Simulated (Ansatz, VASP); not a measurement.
One calculation of Zr, two programs

Contents of INCAR:

```
PREC = Accurate
ENCUT = 520
EDIFF = 1E-6
ISMEAR = -1
SIGMA = 0.03
LREAL = F
LASPH = T
NELM = 60
ALGO = Normal
ISIF = 2
LWAVE = F
LCHARG = F
NBANDS = 12
```

Contents of KPOINTS:

```
Automatic mesh
0
Gamma
  16 16 16
```

The input POSCAR:

```
Zr
1.0
   -1.7730508568      1.7730508568      1.7730508568
    1.7730508568     -1.7730508568      1.7730508568
    1.7730508568      1.7730508568     -1.7730508568
Zr
1
Direct
    0.0000000000      0.0000000000      0.0000000000
```

Input for Ansatz:

```yaml
crystal:
  lattice:
    - [-1.7730508568, 1.7730508568, 1.7730508568]
    - [1.7730508568, -1.7730508568, 1.7730508568]
    - [1.7730508568, 1.7730508568, -1.7730508568]
  atoms:
    - { symbol: Zr, position: [0.0, 0.0, 0.0] }
kpoints:
  mp_grid: { grid: [16, 16, 16] }
  band_path:
    path:
      - [0.0, 0.0, 0.0]
      - [0.5, -0.5, 0.5]
      - [0.0, 0.0, 0.5]
      - [0.0, 0.0, 0.0]
      - [0.25, 0.25, 0.25]
      - [0.5, -0.5, 0.5]
      - [0.25, 0.25, 0.25]
      - [0.0, 0.0, 0.5]
    npoints: 5
scf:
  occupations: { method: fermi_dirac, width: 0.03 }
hamiltonian:
  xc: lda
  pseudopotentials: { kind: all_electron, lapw: { basis_error: 0.0005 } }
output:
  forces: true
  stress: true
  eigenvalues: true
```

Change from the starting cell: volume scaled by 0.94.

Alike in both runs: task single point; functional LDA; k mesh 16 × 16 × 16; occupations fermi-dirac, width 0.03 eV; no spin polarisation.

|  | VASP | Ansatz |
| --- | --- | --- |
| version | VASP 6.6.1 | Ansatz 0.2.0 |
| potentials or method | VASP PAW LDA potentials, release 64 (Zr_sv), cutoff 520 eV | all-electron LAPW, scalar-relativistic |

```csv
,VASP,Ansatz,Ansatz less VASP
pressure (GPa),-4.9,-4.9,-0.06
```

LDA's correlation is that of Perdew and Zunger in VASP and of Perdew and Wang (1992) in Ansatz. Ansatz ran all-electron here, and VASP with PAW potentials.
